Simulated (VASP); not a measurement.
Write the native input for VASP 6.6.1 that does the following.

```
Task                   : single point
Functional             : r2SCAN
Potentials or basis    : VASP PAW PBE potentials, release 64 (Ti_sv, Ni)
Cutoff                 : 520 eV
k mesh                 : 16 × 16 × 16
Occupations            : gaussian, width 0.1 eV
Spin                   : no spin polarisation
Dipole correction      : no
Further INCAR settings : ALGO = Normal; EDIFF = 1e-06; NBANDS = 18
```

TiNi:

```
CELL_PARAMETERS angstrom
2.80179 0.00000 0.00000
0.00000 2.80179 0.00000
0.00000 0.00000 2.80179
ATOMIC_POSITIONS crystal
Ti 0.50000 0.50000 0.50000
Ni 0.00000 0.00000 0.00000
```

One way to write it, as run:

POSCAR

```
TiNi
1.0
    2.8017863940      0.0000000000      0.0000000000
    0.0000000000      2.8017863940      0.0000000000
    0.0000000000      0.0000000000      2.8017863940
Ti Ni
1 1
Direct
    0.5000000000      0.5000000000      0.5000000000
    0.0000000000      0.0000000000      0.0000000000
```

INCAR.step1

```
PREC = Accurate ; ENCUT = 520
ISMEAR = 0 ; SIGMA = 0.1
LREAL = F ; LASPH = T
NELM = 100 ; NBANDS = 18
GGA = PE ; ALGO = Normal
EDIFF = 1E-4 ; LWAVE = T
LCHARG = F
```

INCAR.step2

```
PREC = Accurate ; ENCUT = 520
EDIFF = 1E-6 ; ISMEAR = 0
SIGMA = 0.1 ; LREAL = F
LASPH = T ; NELM = 100
ALGO = Normal ; ISIF = 2
LWAVE = F ; LCHARG = F
METAGGA = R2SCAN ; LMIXTAU = T
NBANDS = 18 ; ISTART = 1
```

KPOINTS

```
Automatic mesh
0
Gamma
  16 16 16
```

Potentials or basis: VASP PAW PBE potentials, release 64 (Ti_sv, Ni).

Launch:

```sh
$ cat potpaw_PBE.64/Ti_sv/POTCAR potpaw_PBE.64/Ni/POTCAR > POTCAR
$ cp INCAR.step1 INCAR
$ mpirun -np 1 vasp_std > vasp.out
$ cp INCAR.step2 INCAR
$ mpirun -np 1 vasp_std > vasp.out
```

It gave:

- Pressure: 50.7 GPa
- Band gap on the k mesh: zero (band 11 reaches 12.99 eV, above the bottom of band 12 at 10.69 eV)

Caveat: the PAW data sets were made with another functional, which shifts forces and pressure a little.

Wall time 120 s on 1 thread of Intel(R) Xeon(R) 6975P-C (Granite Rapids), on a shared host, peak memory 0.19 GiB.
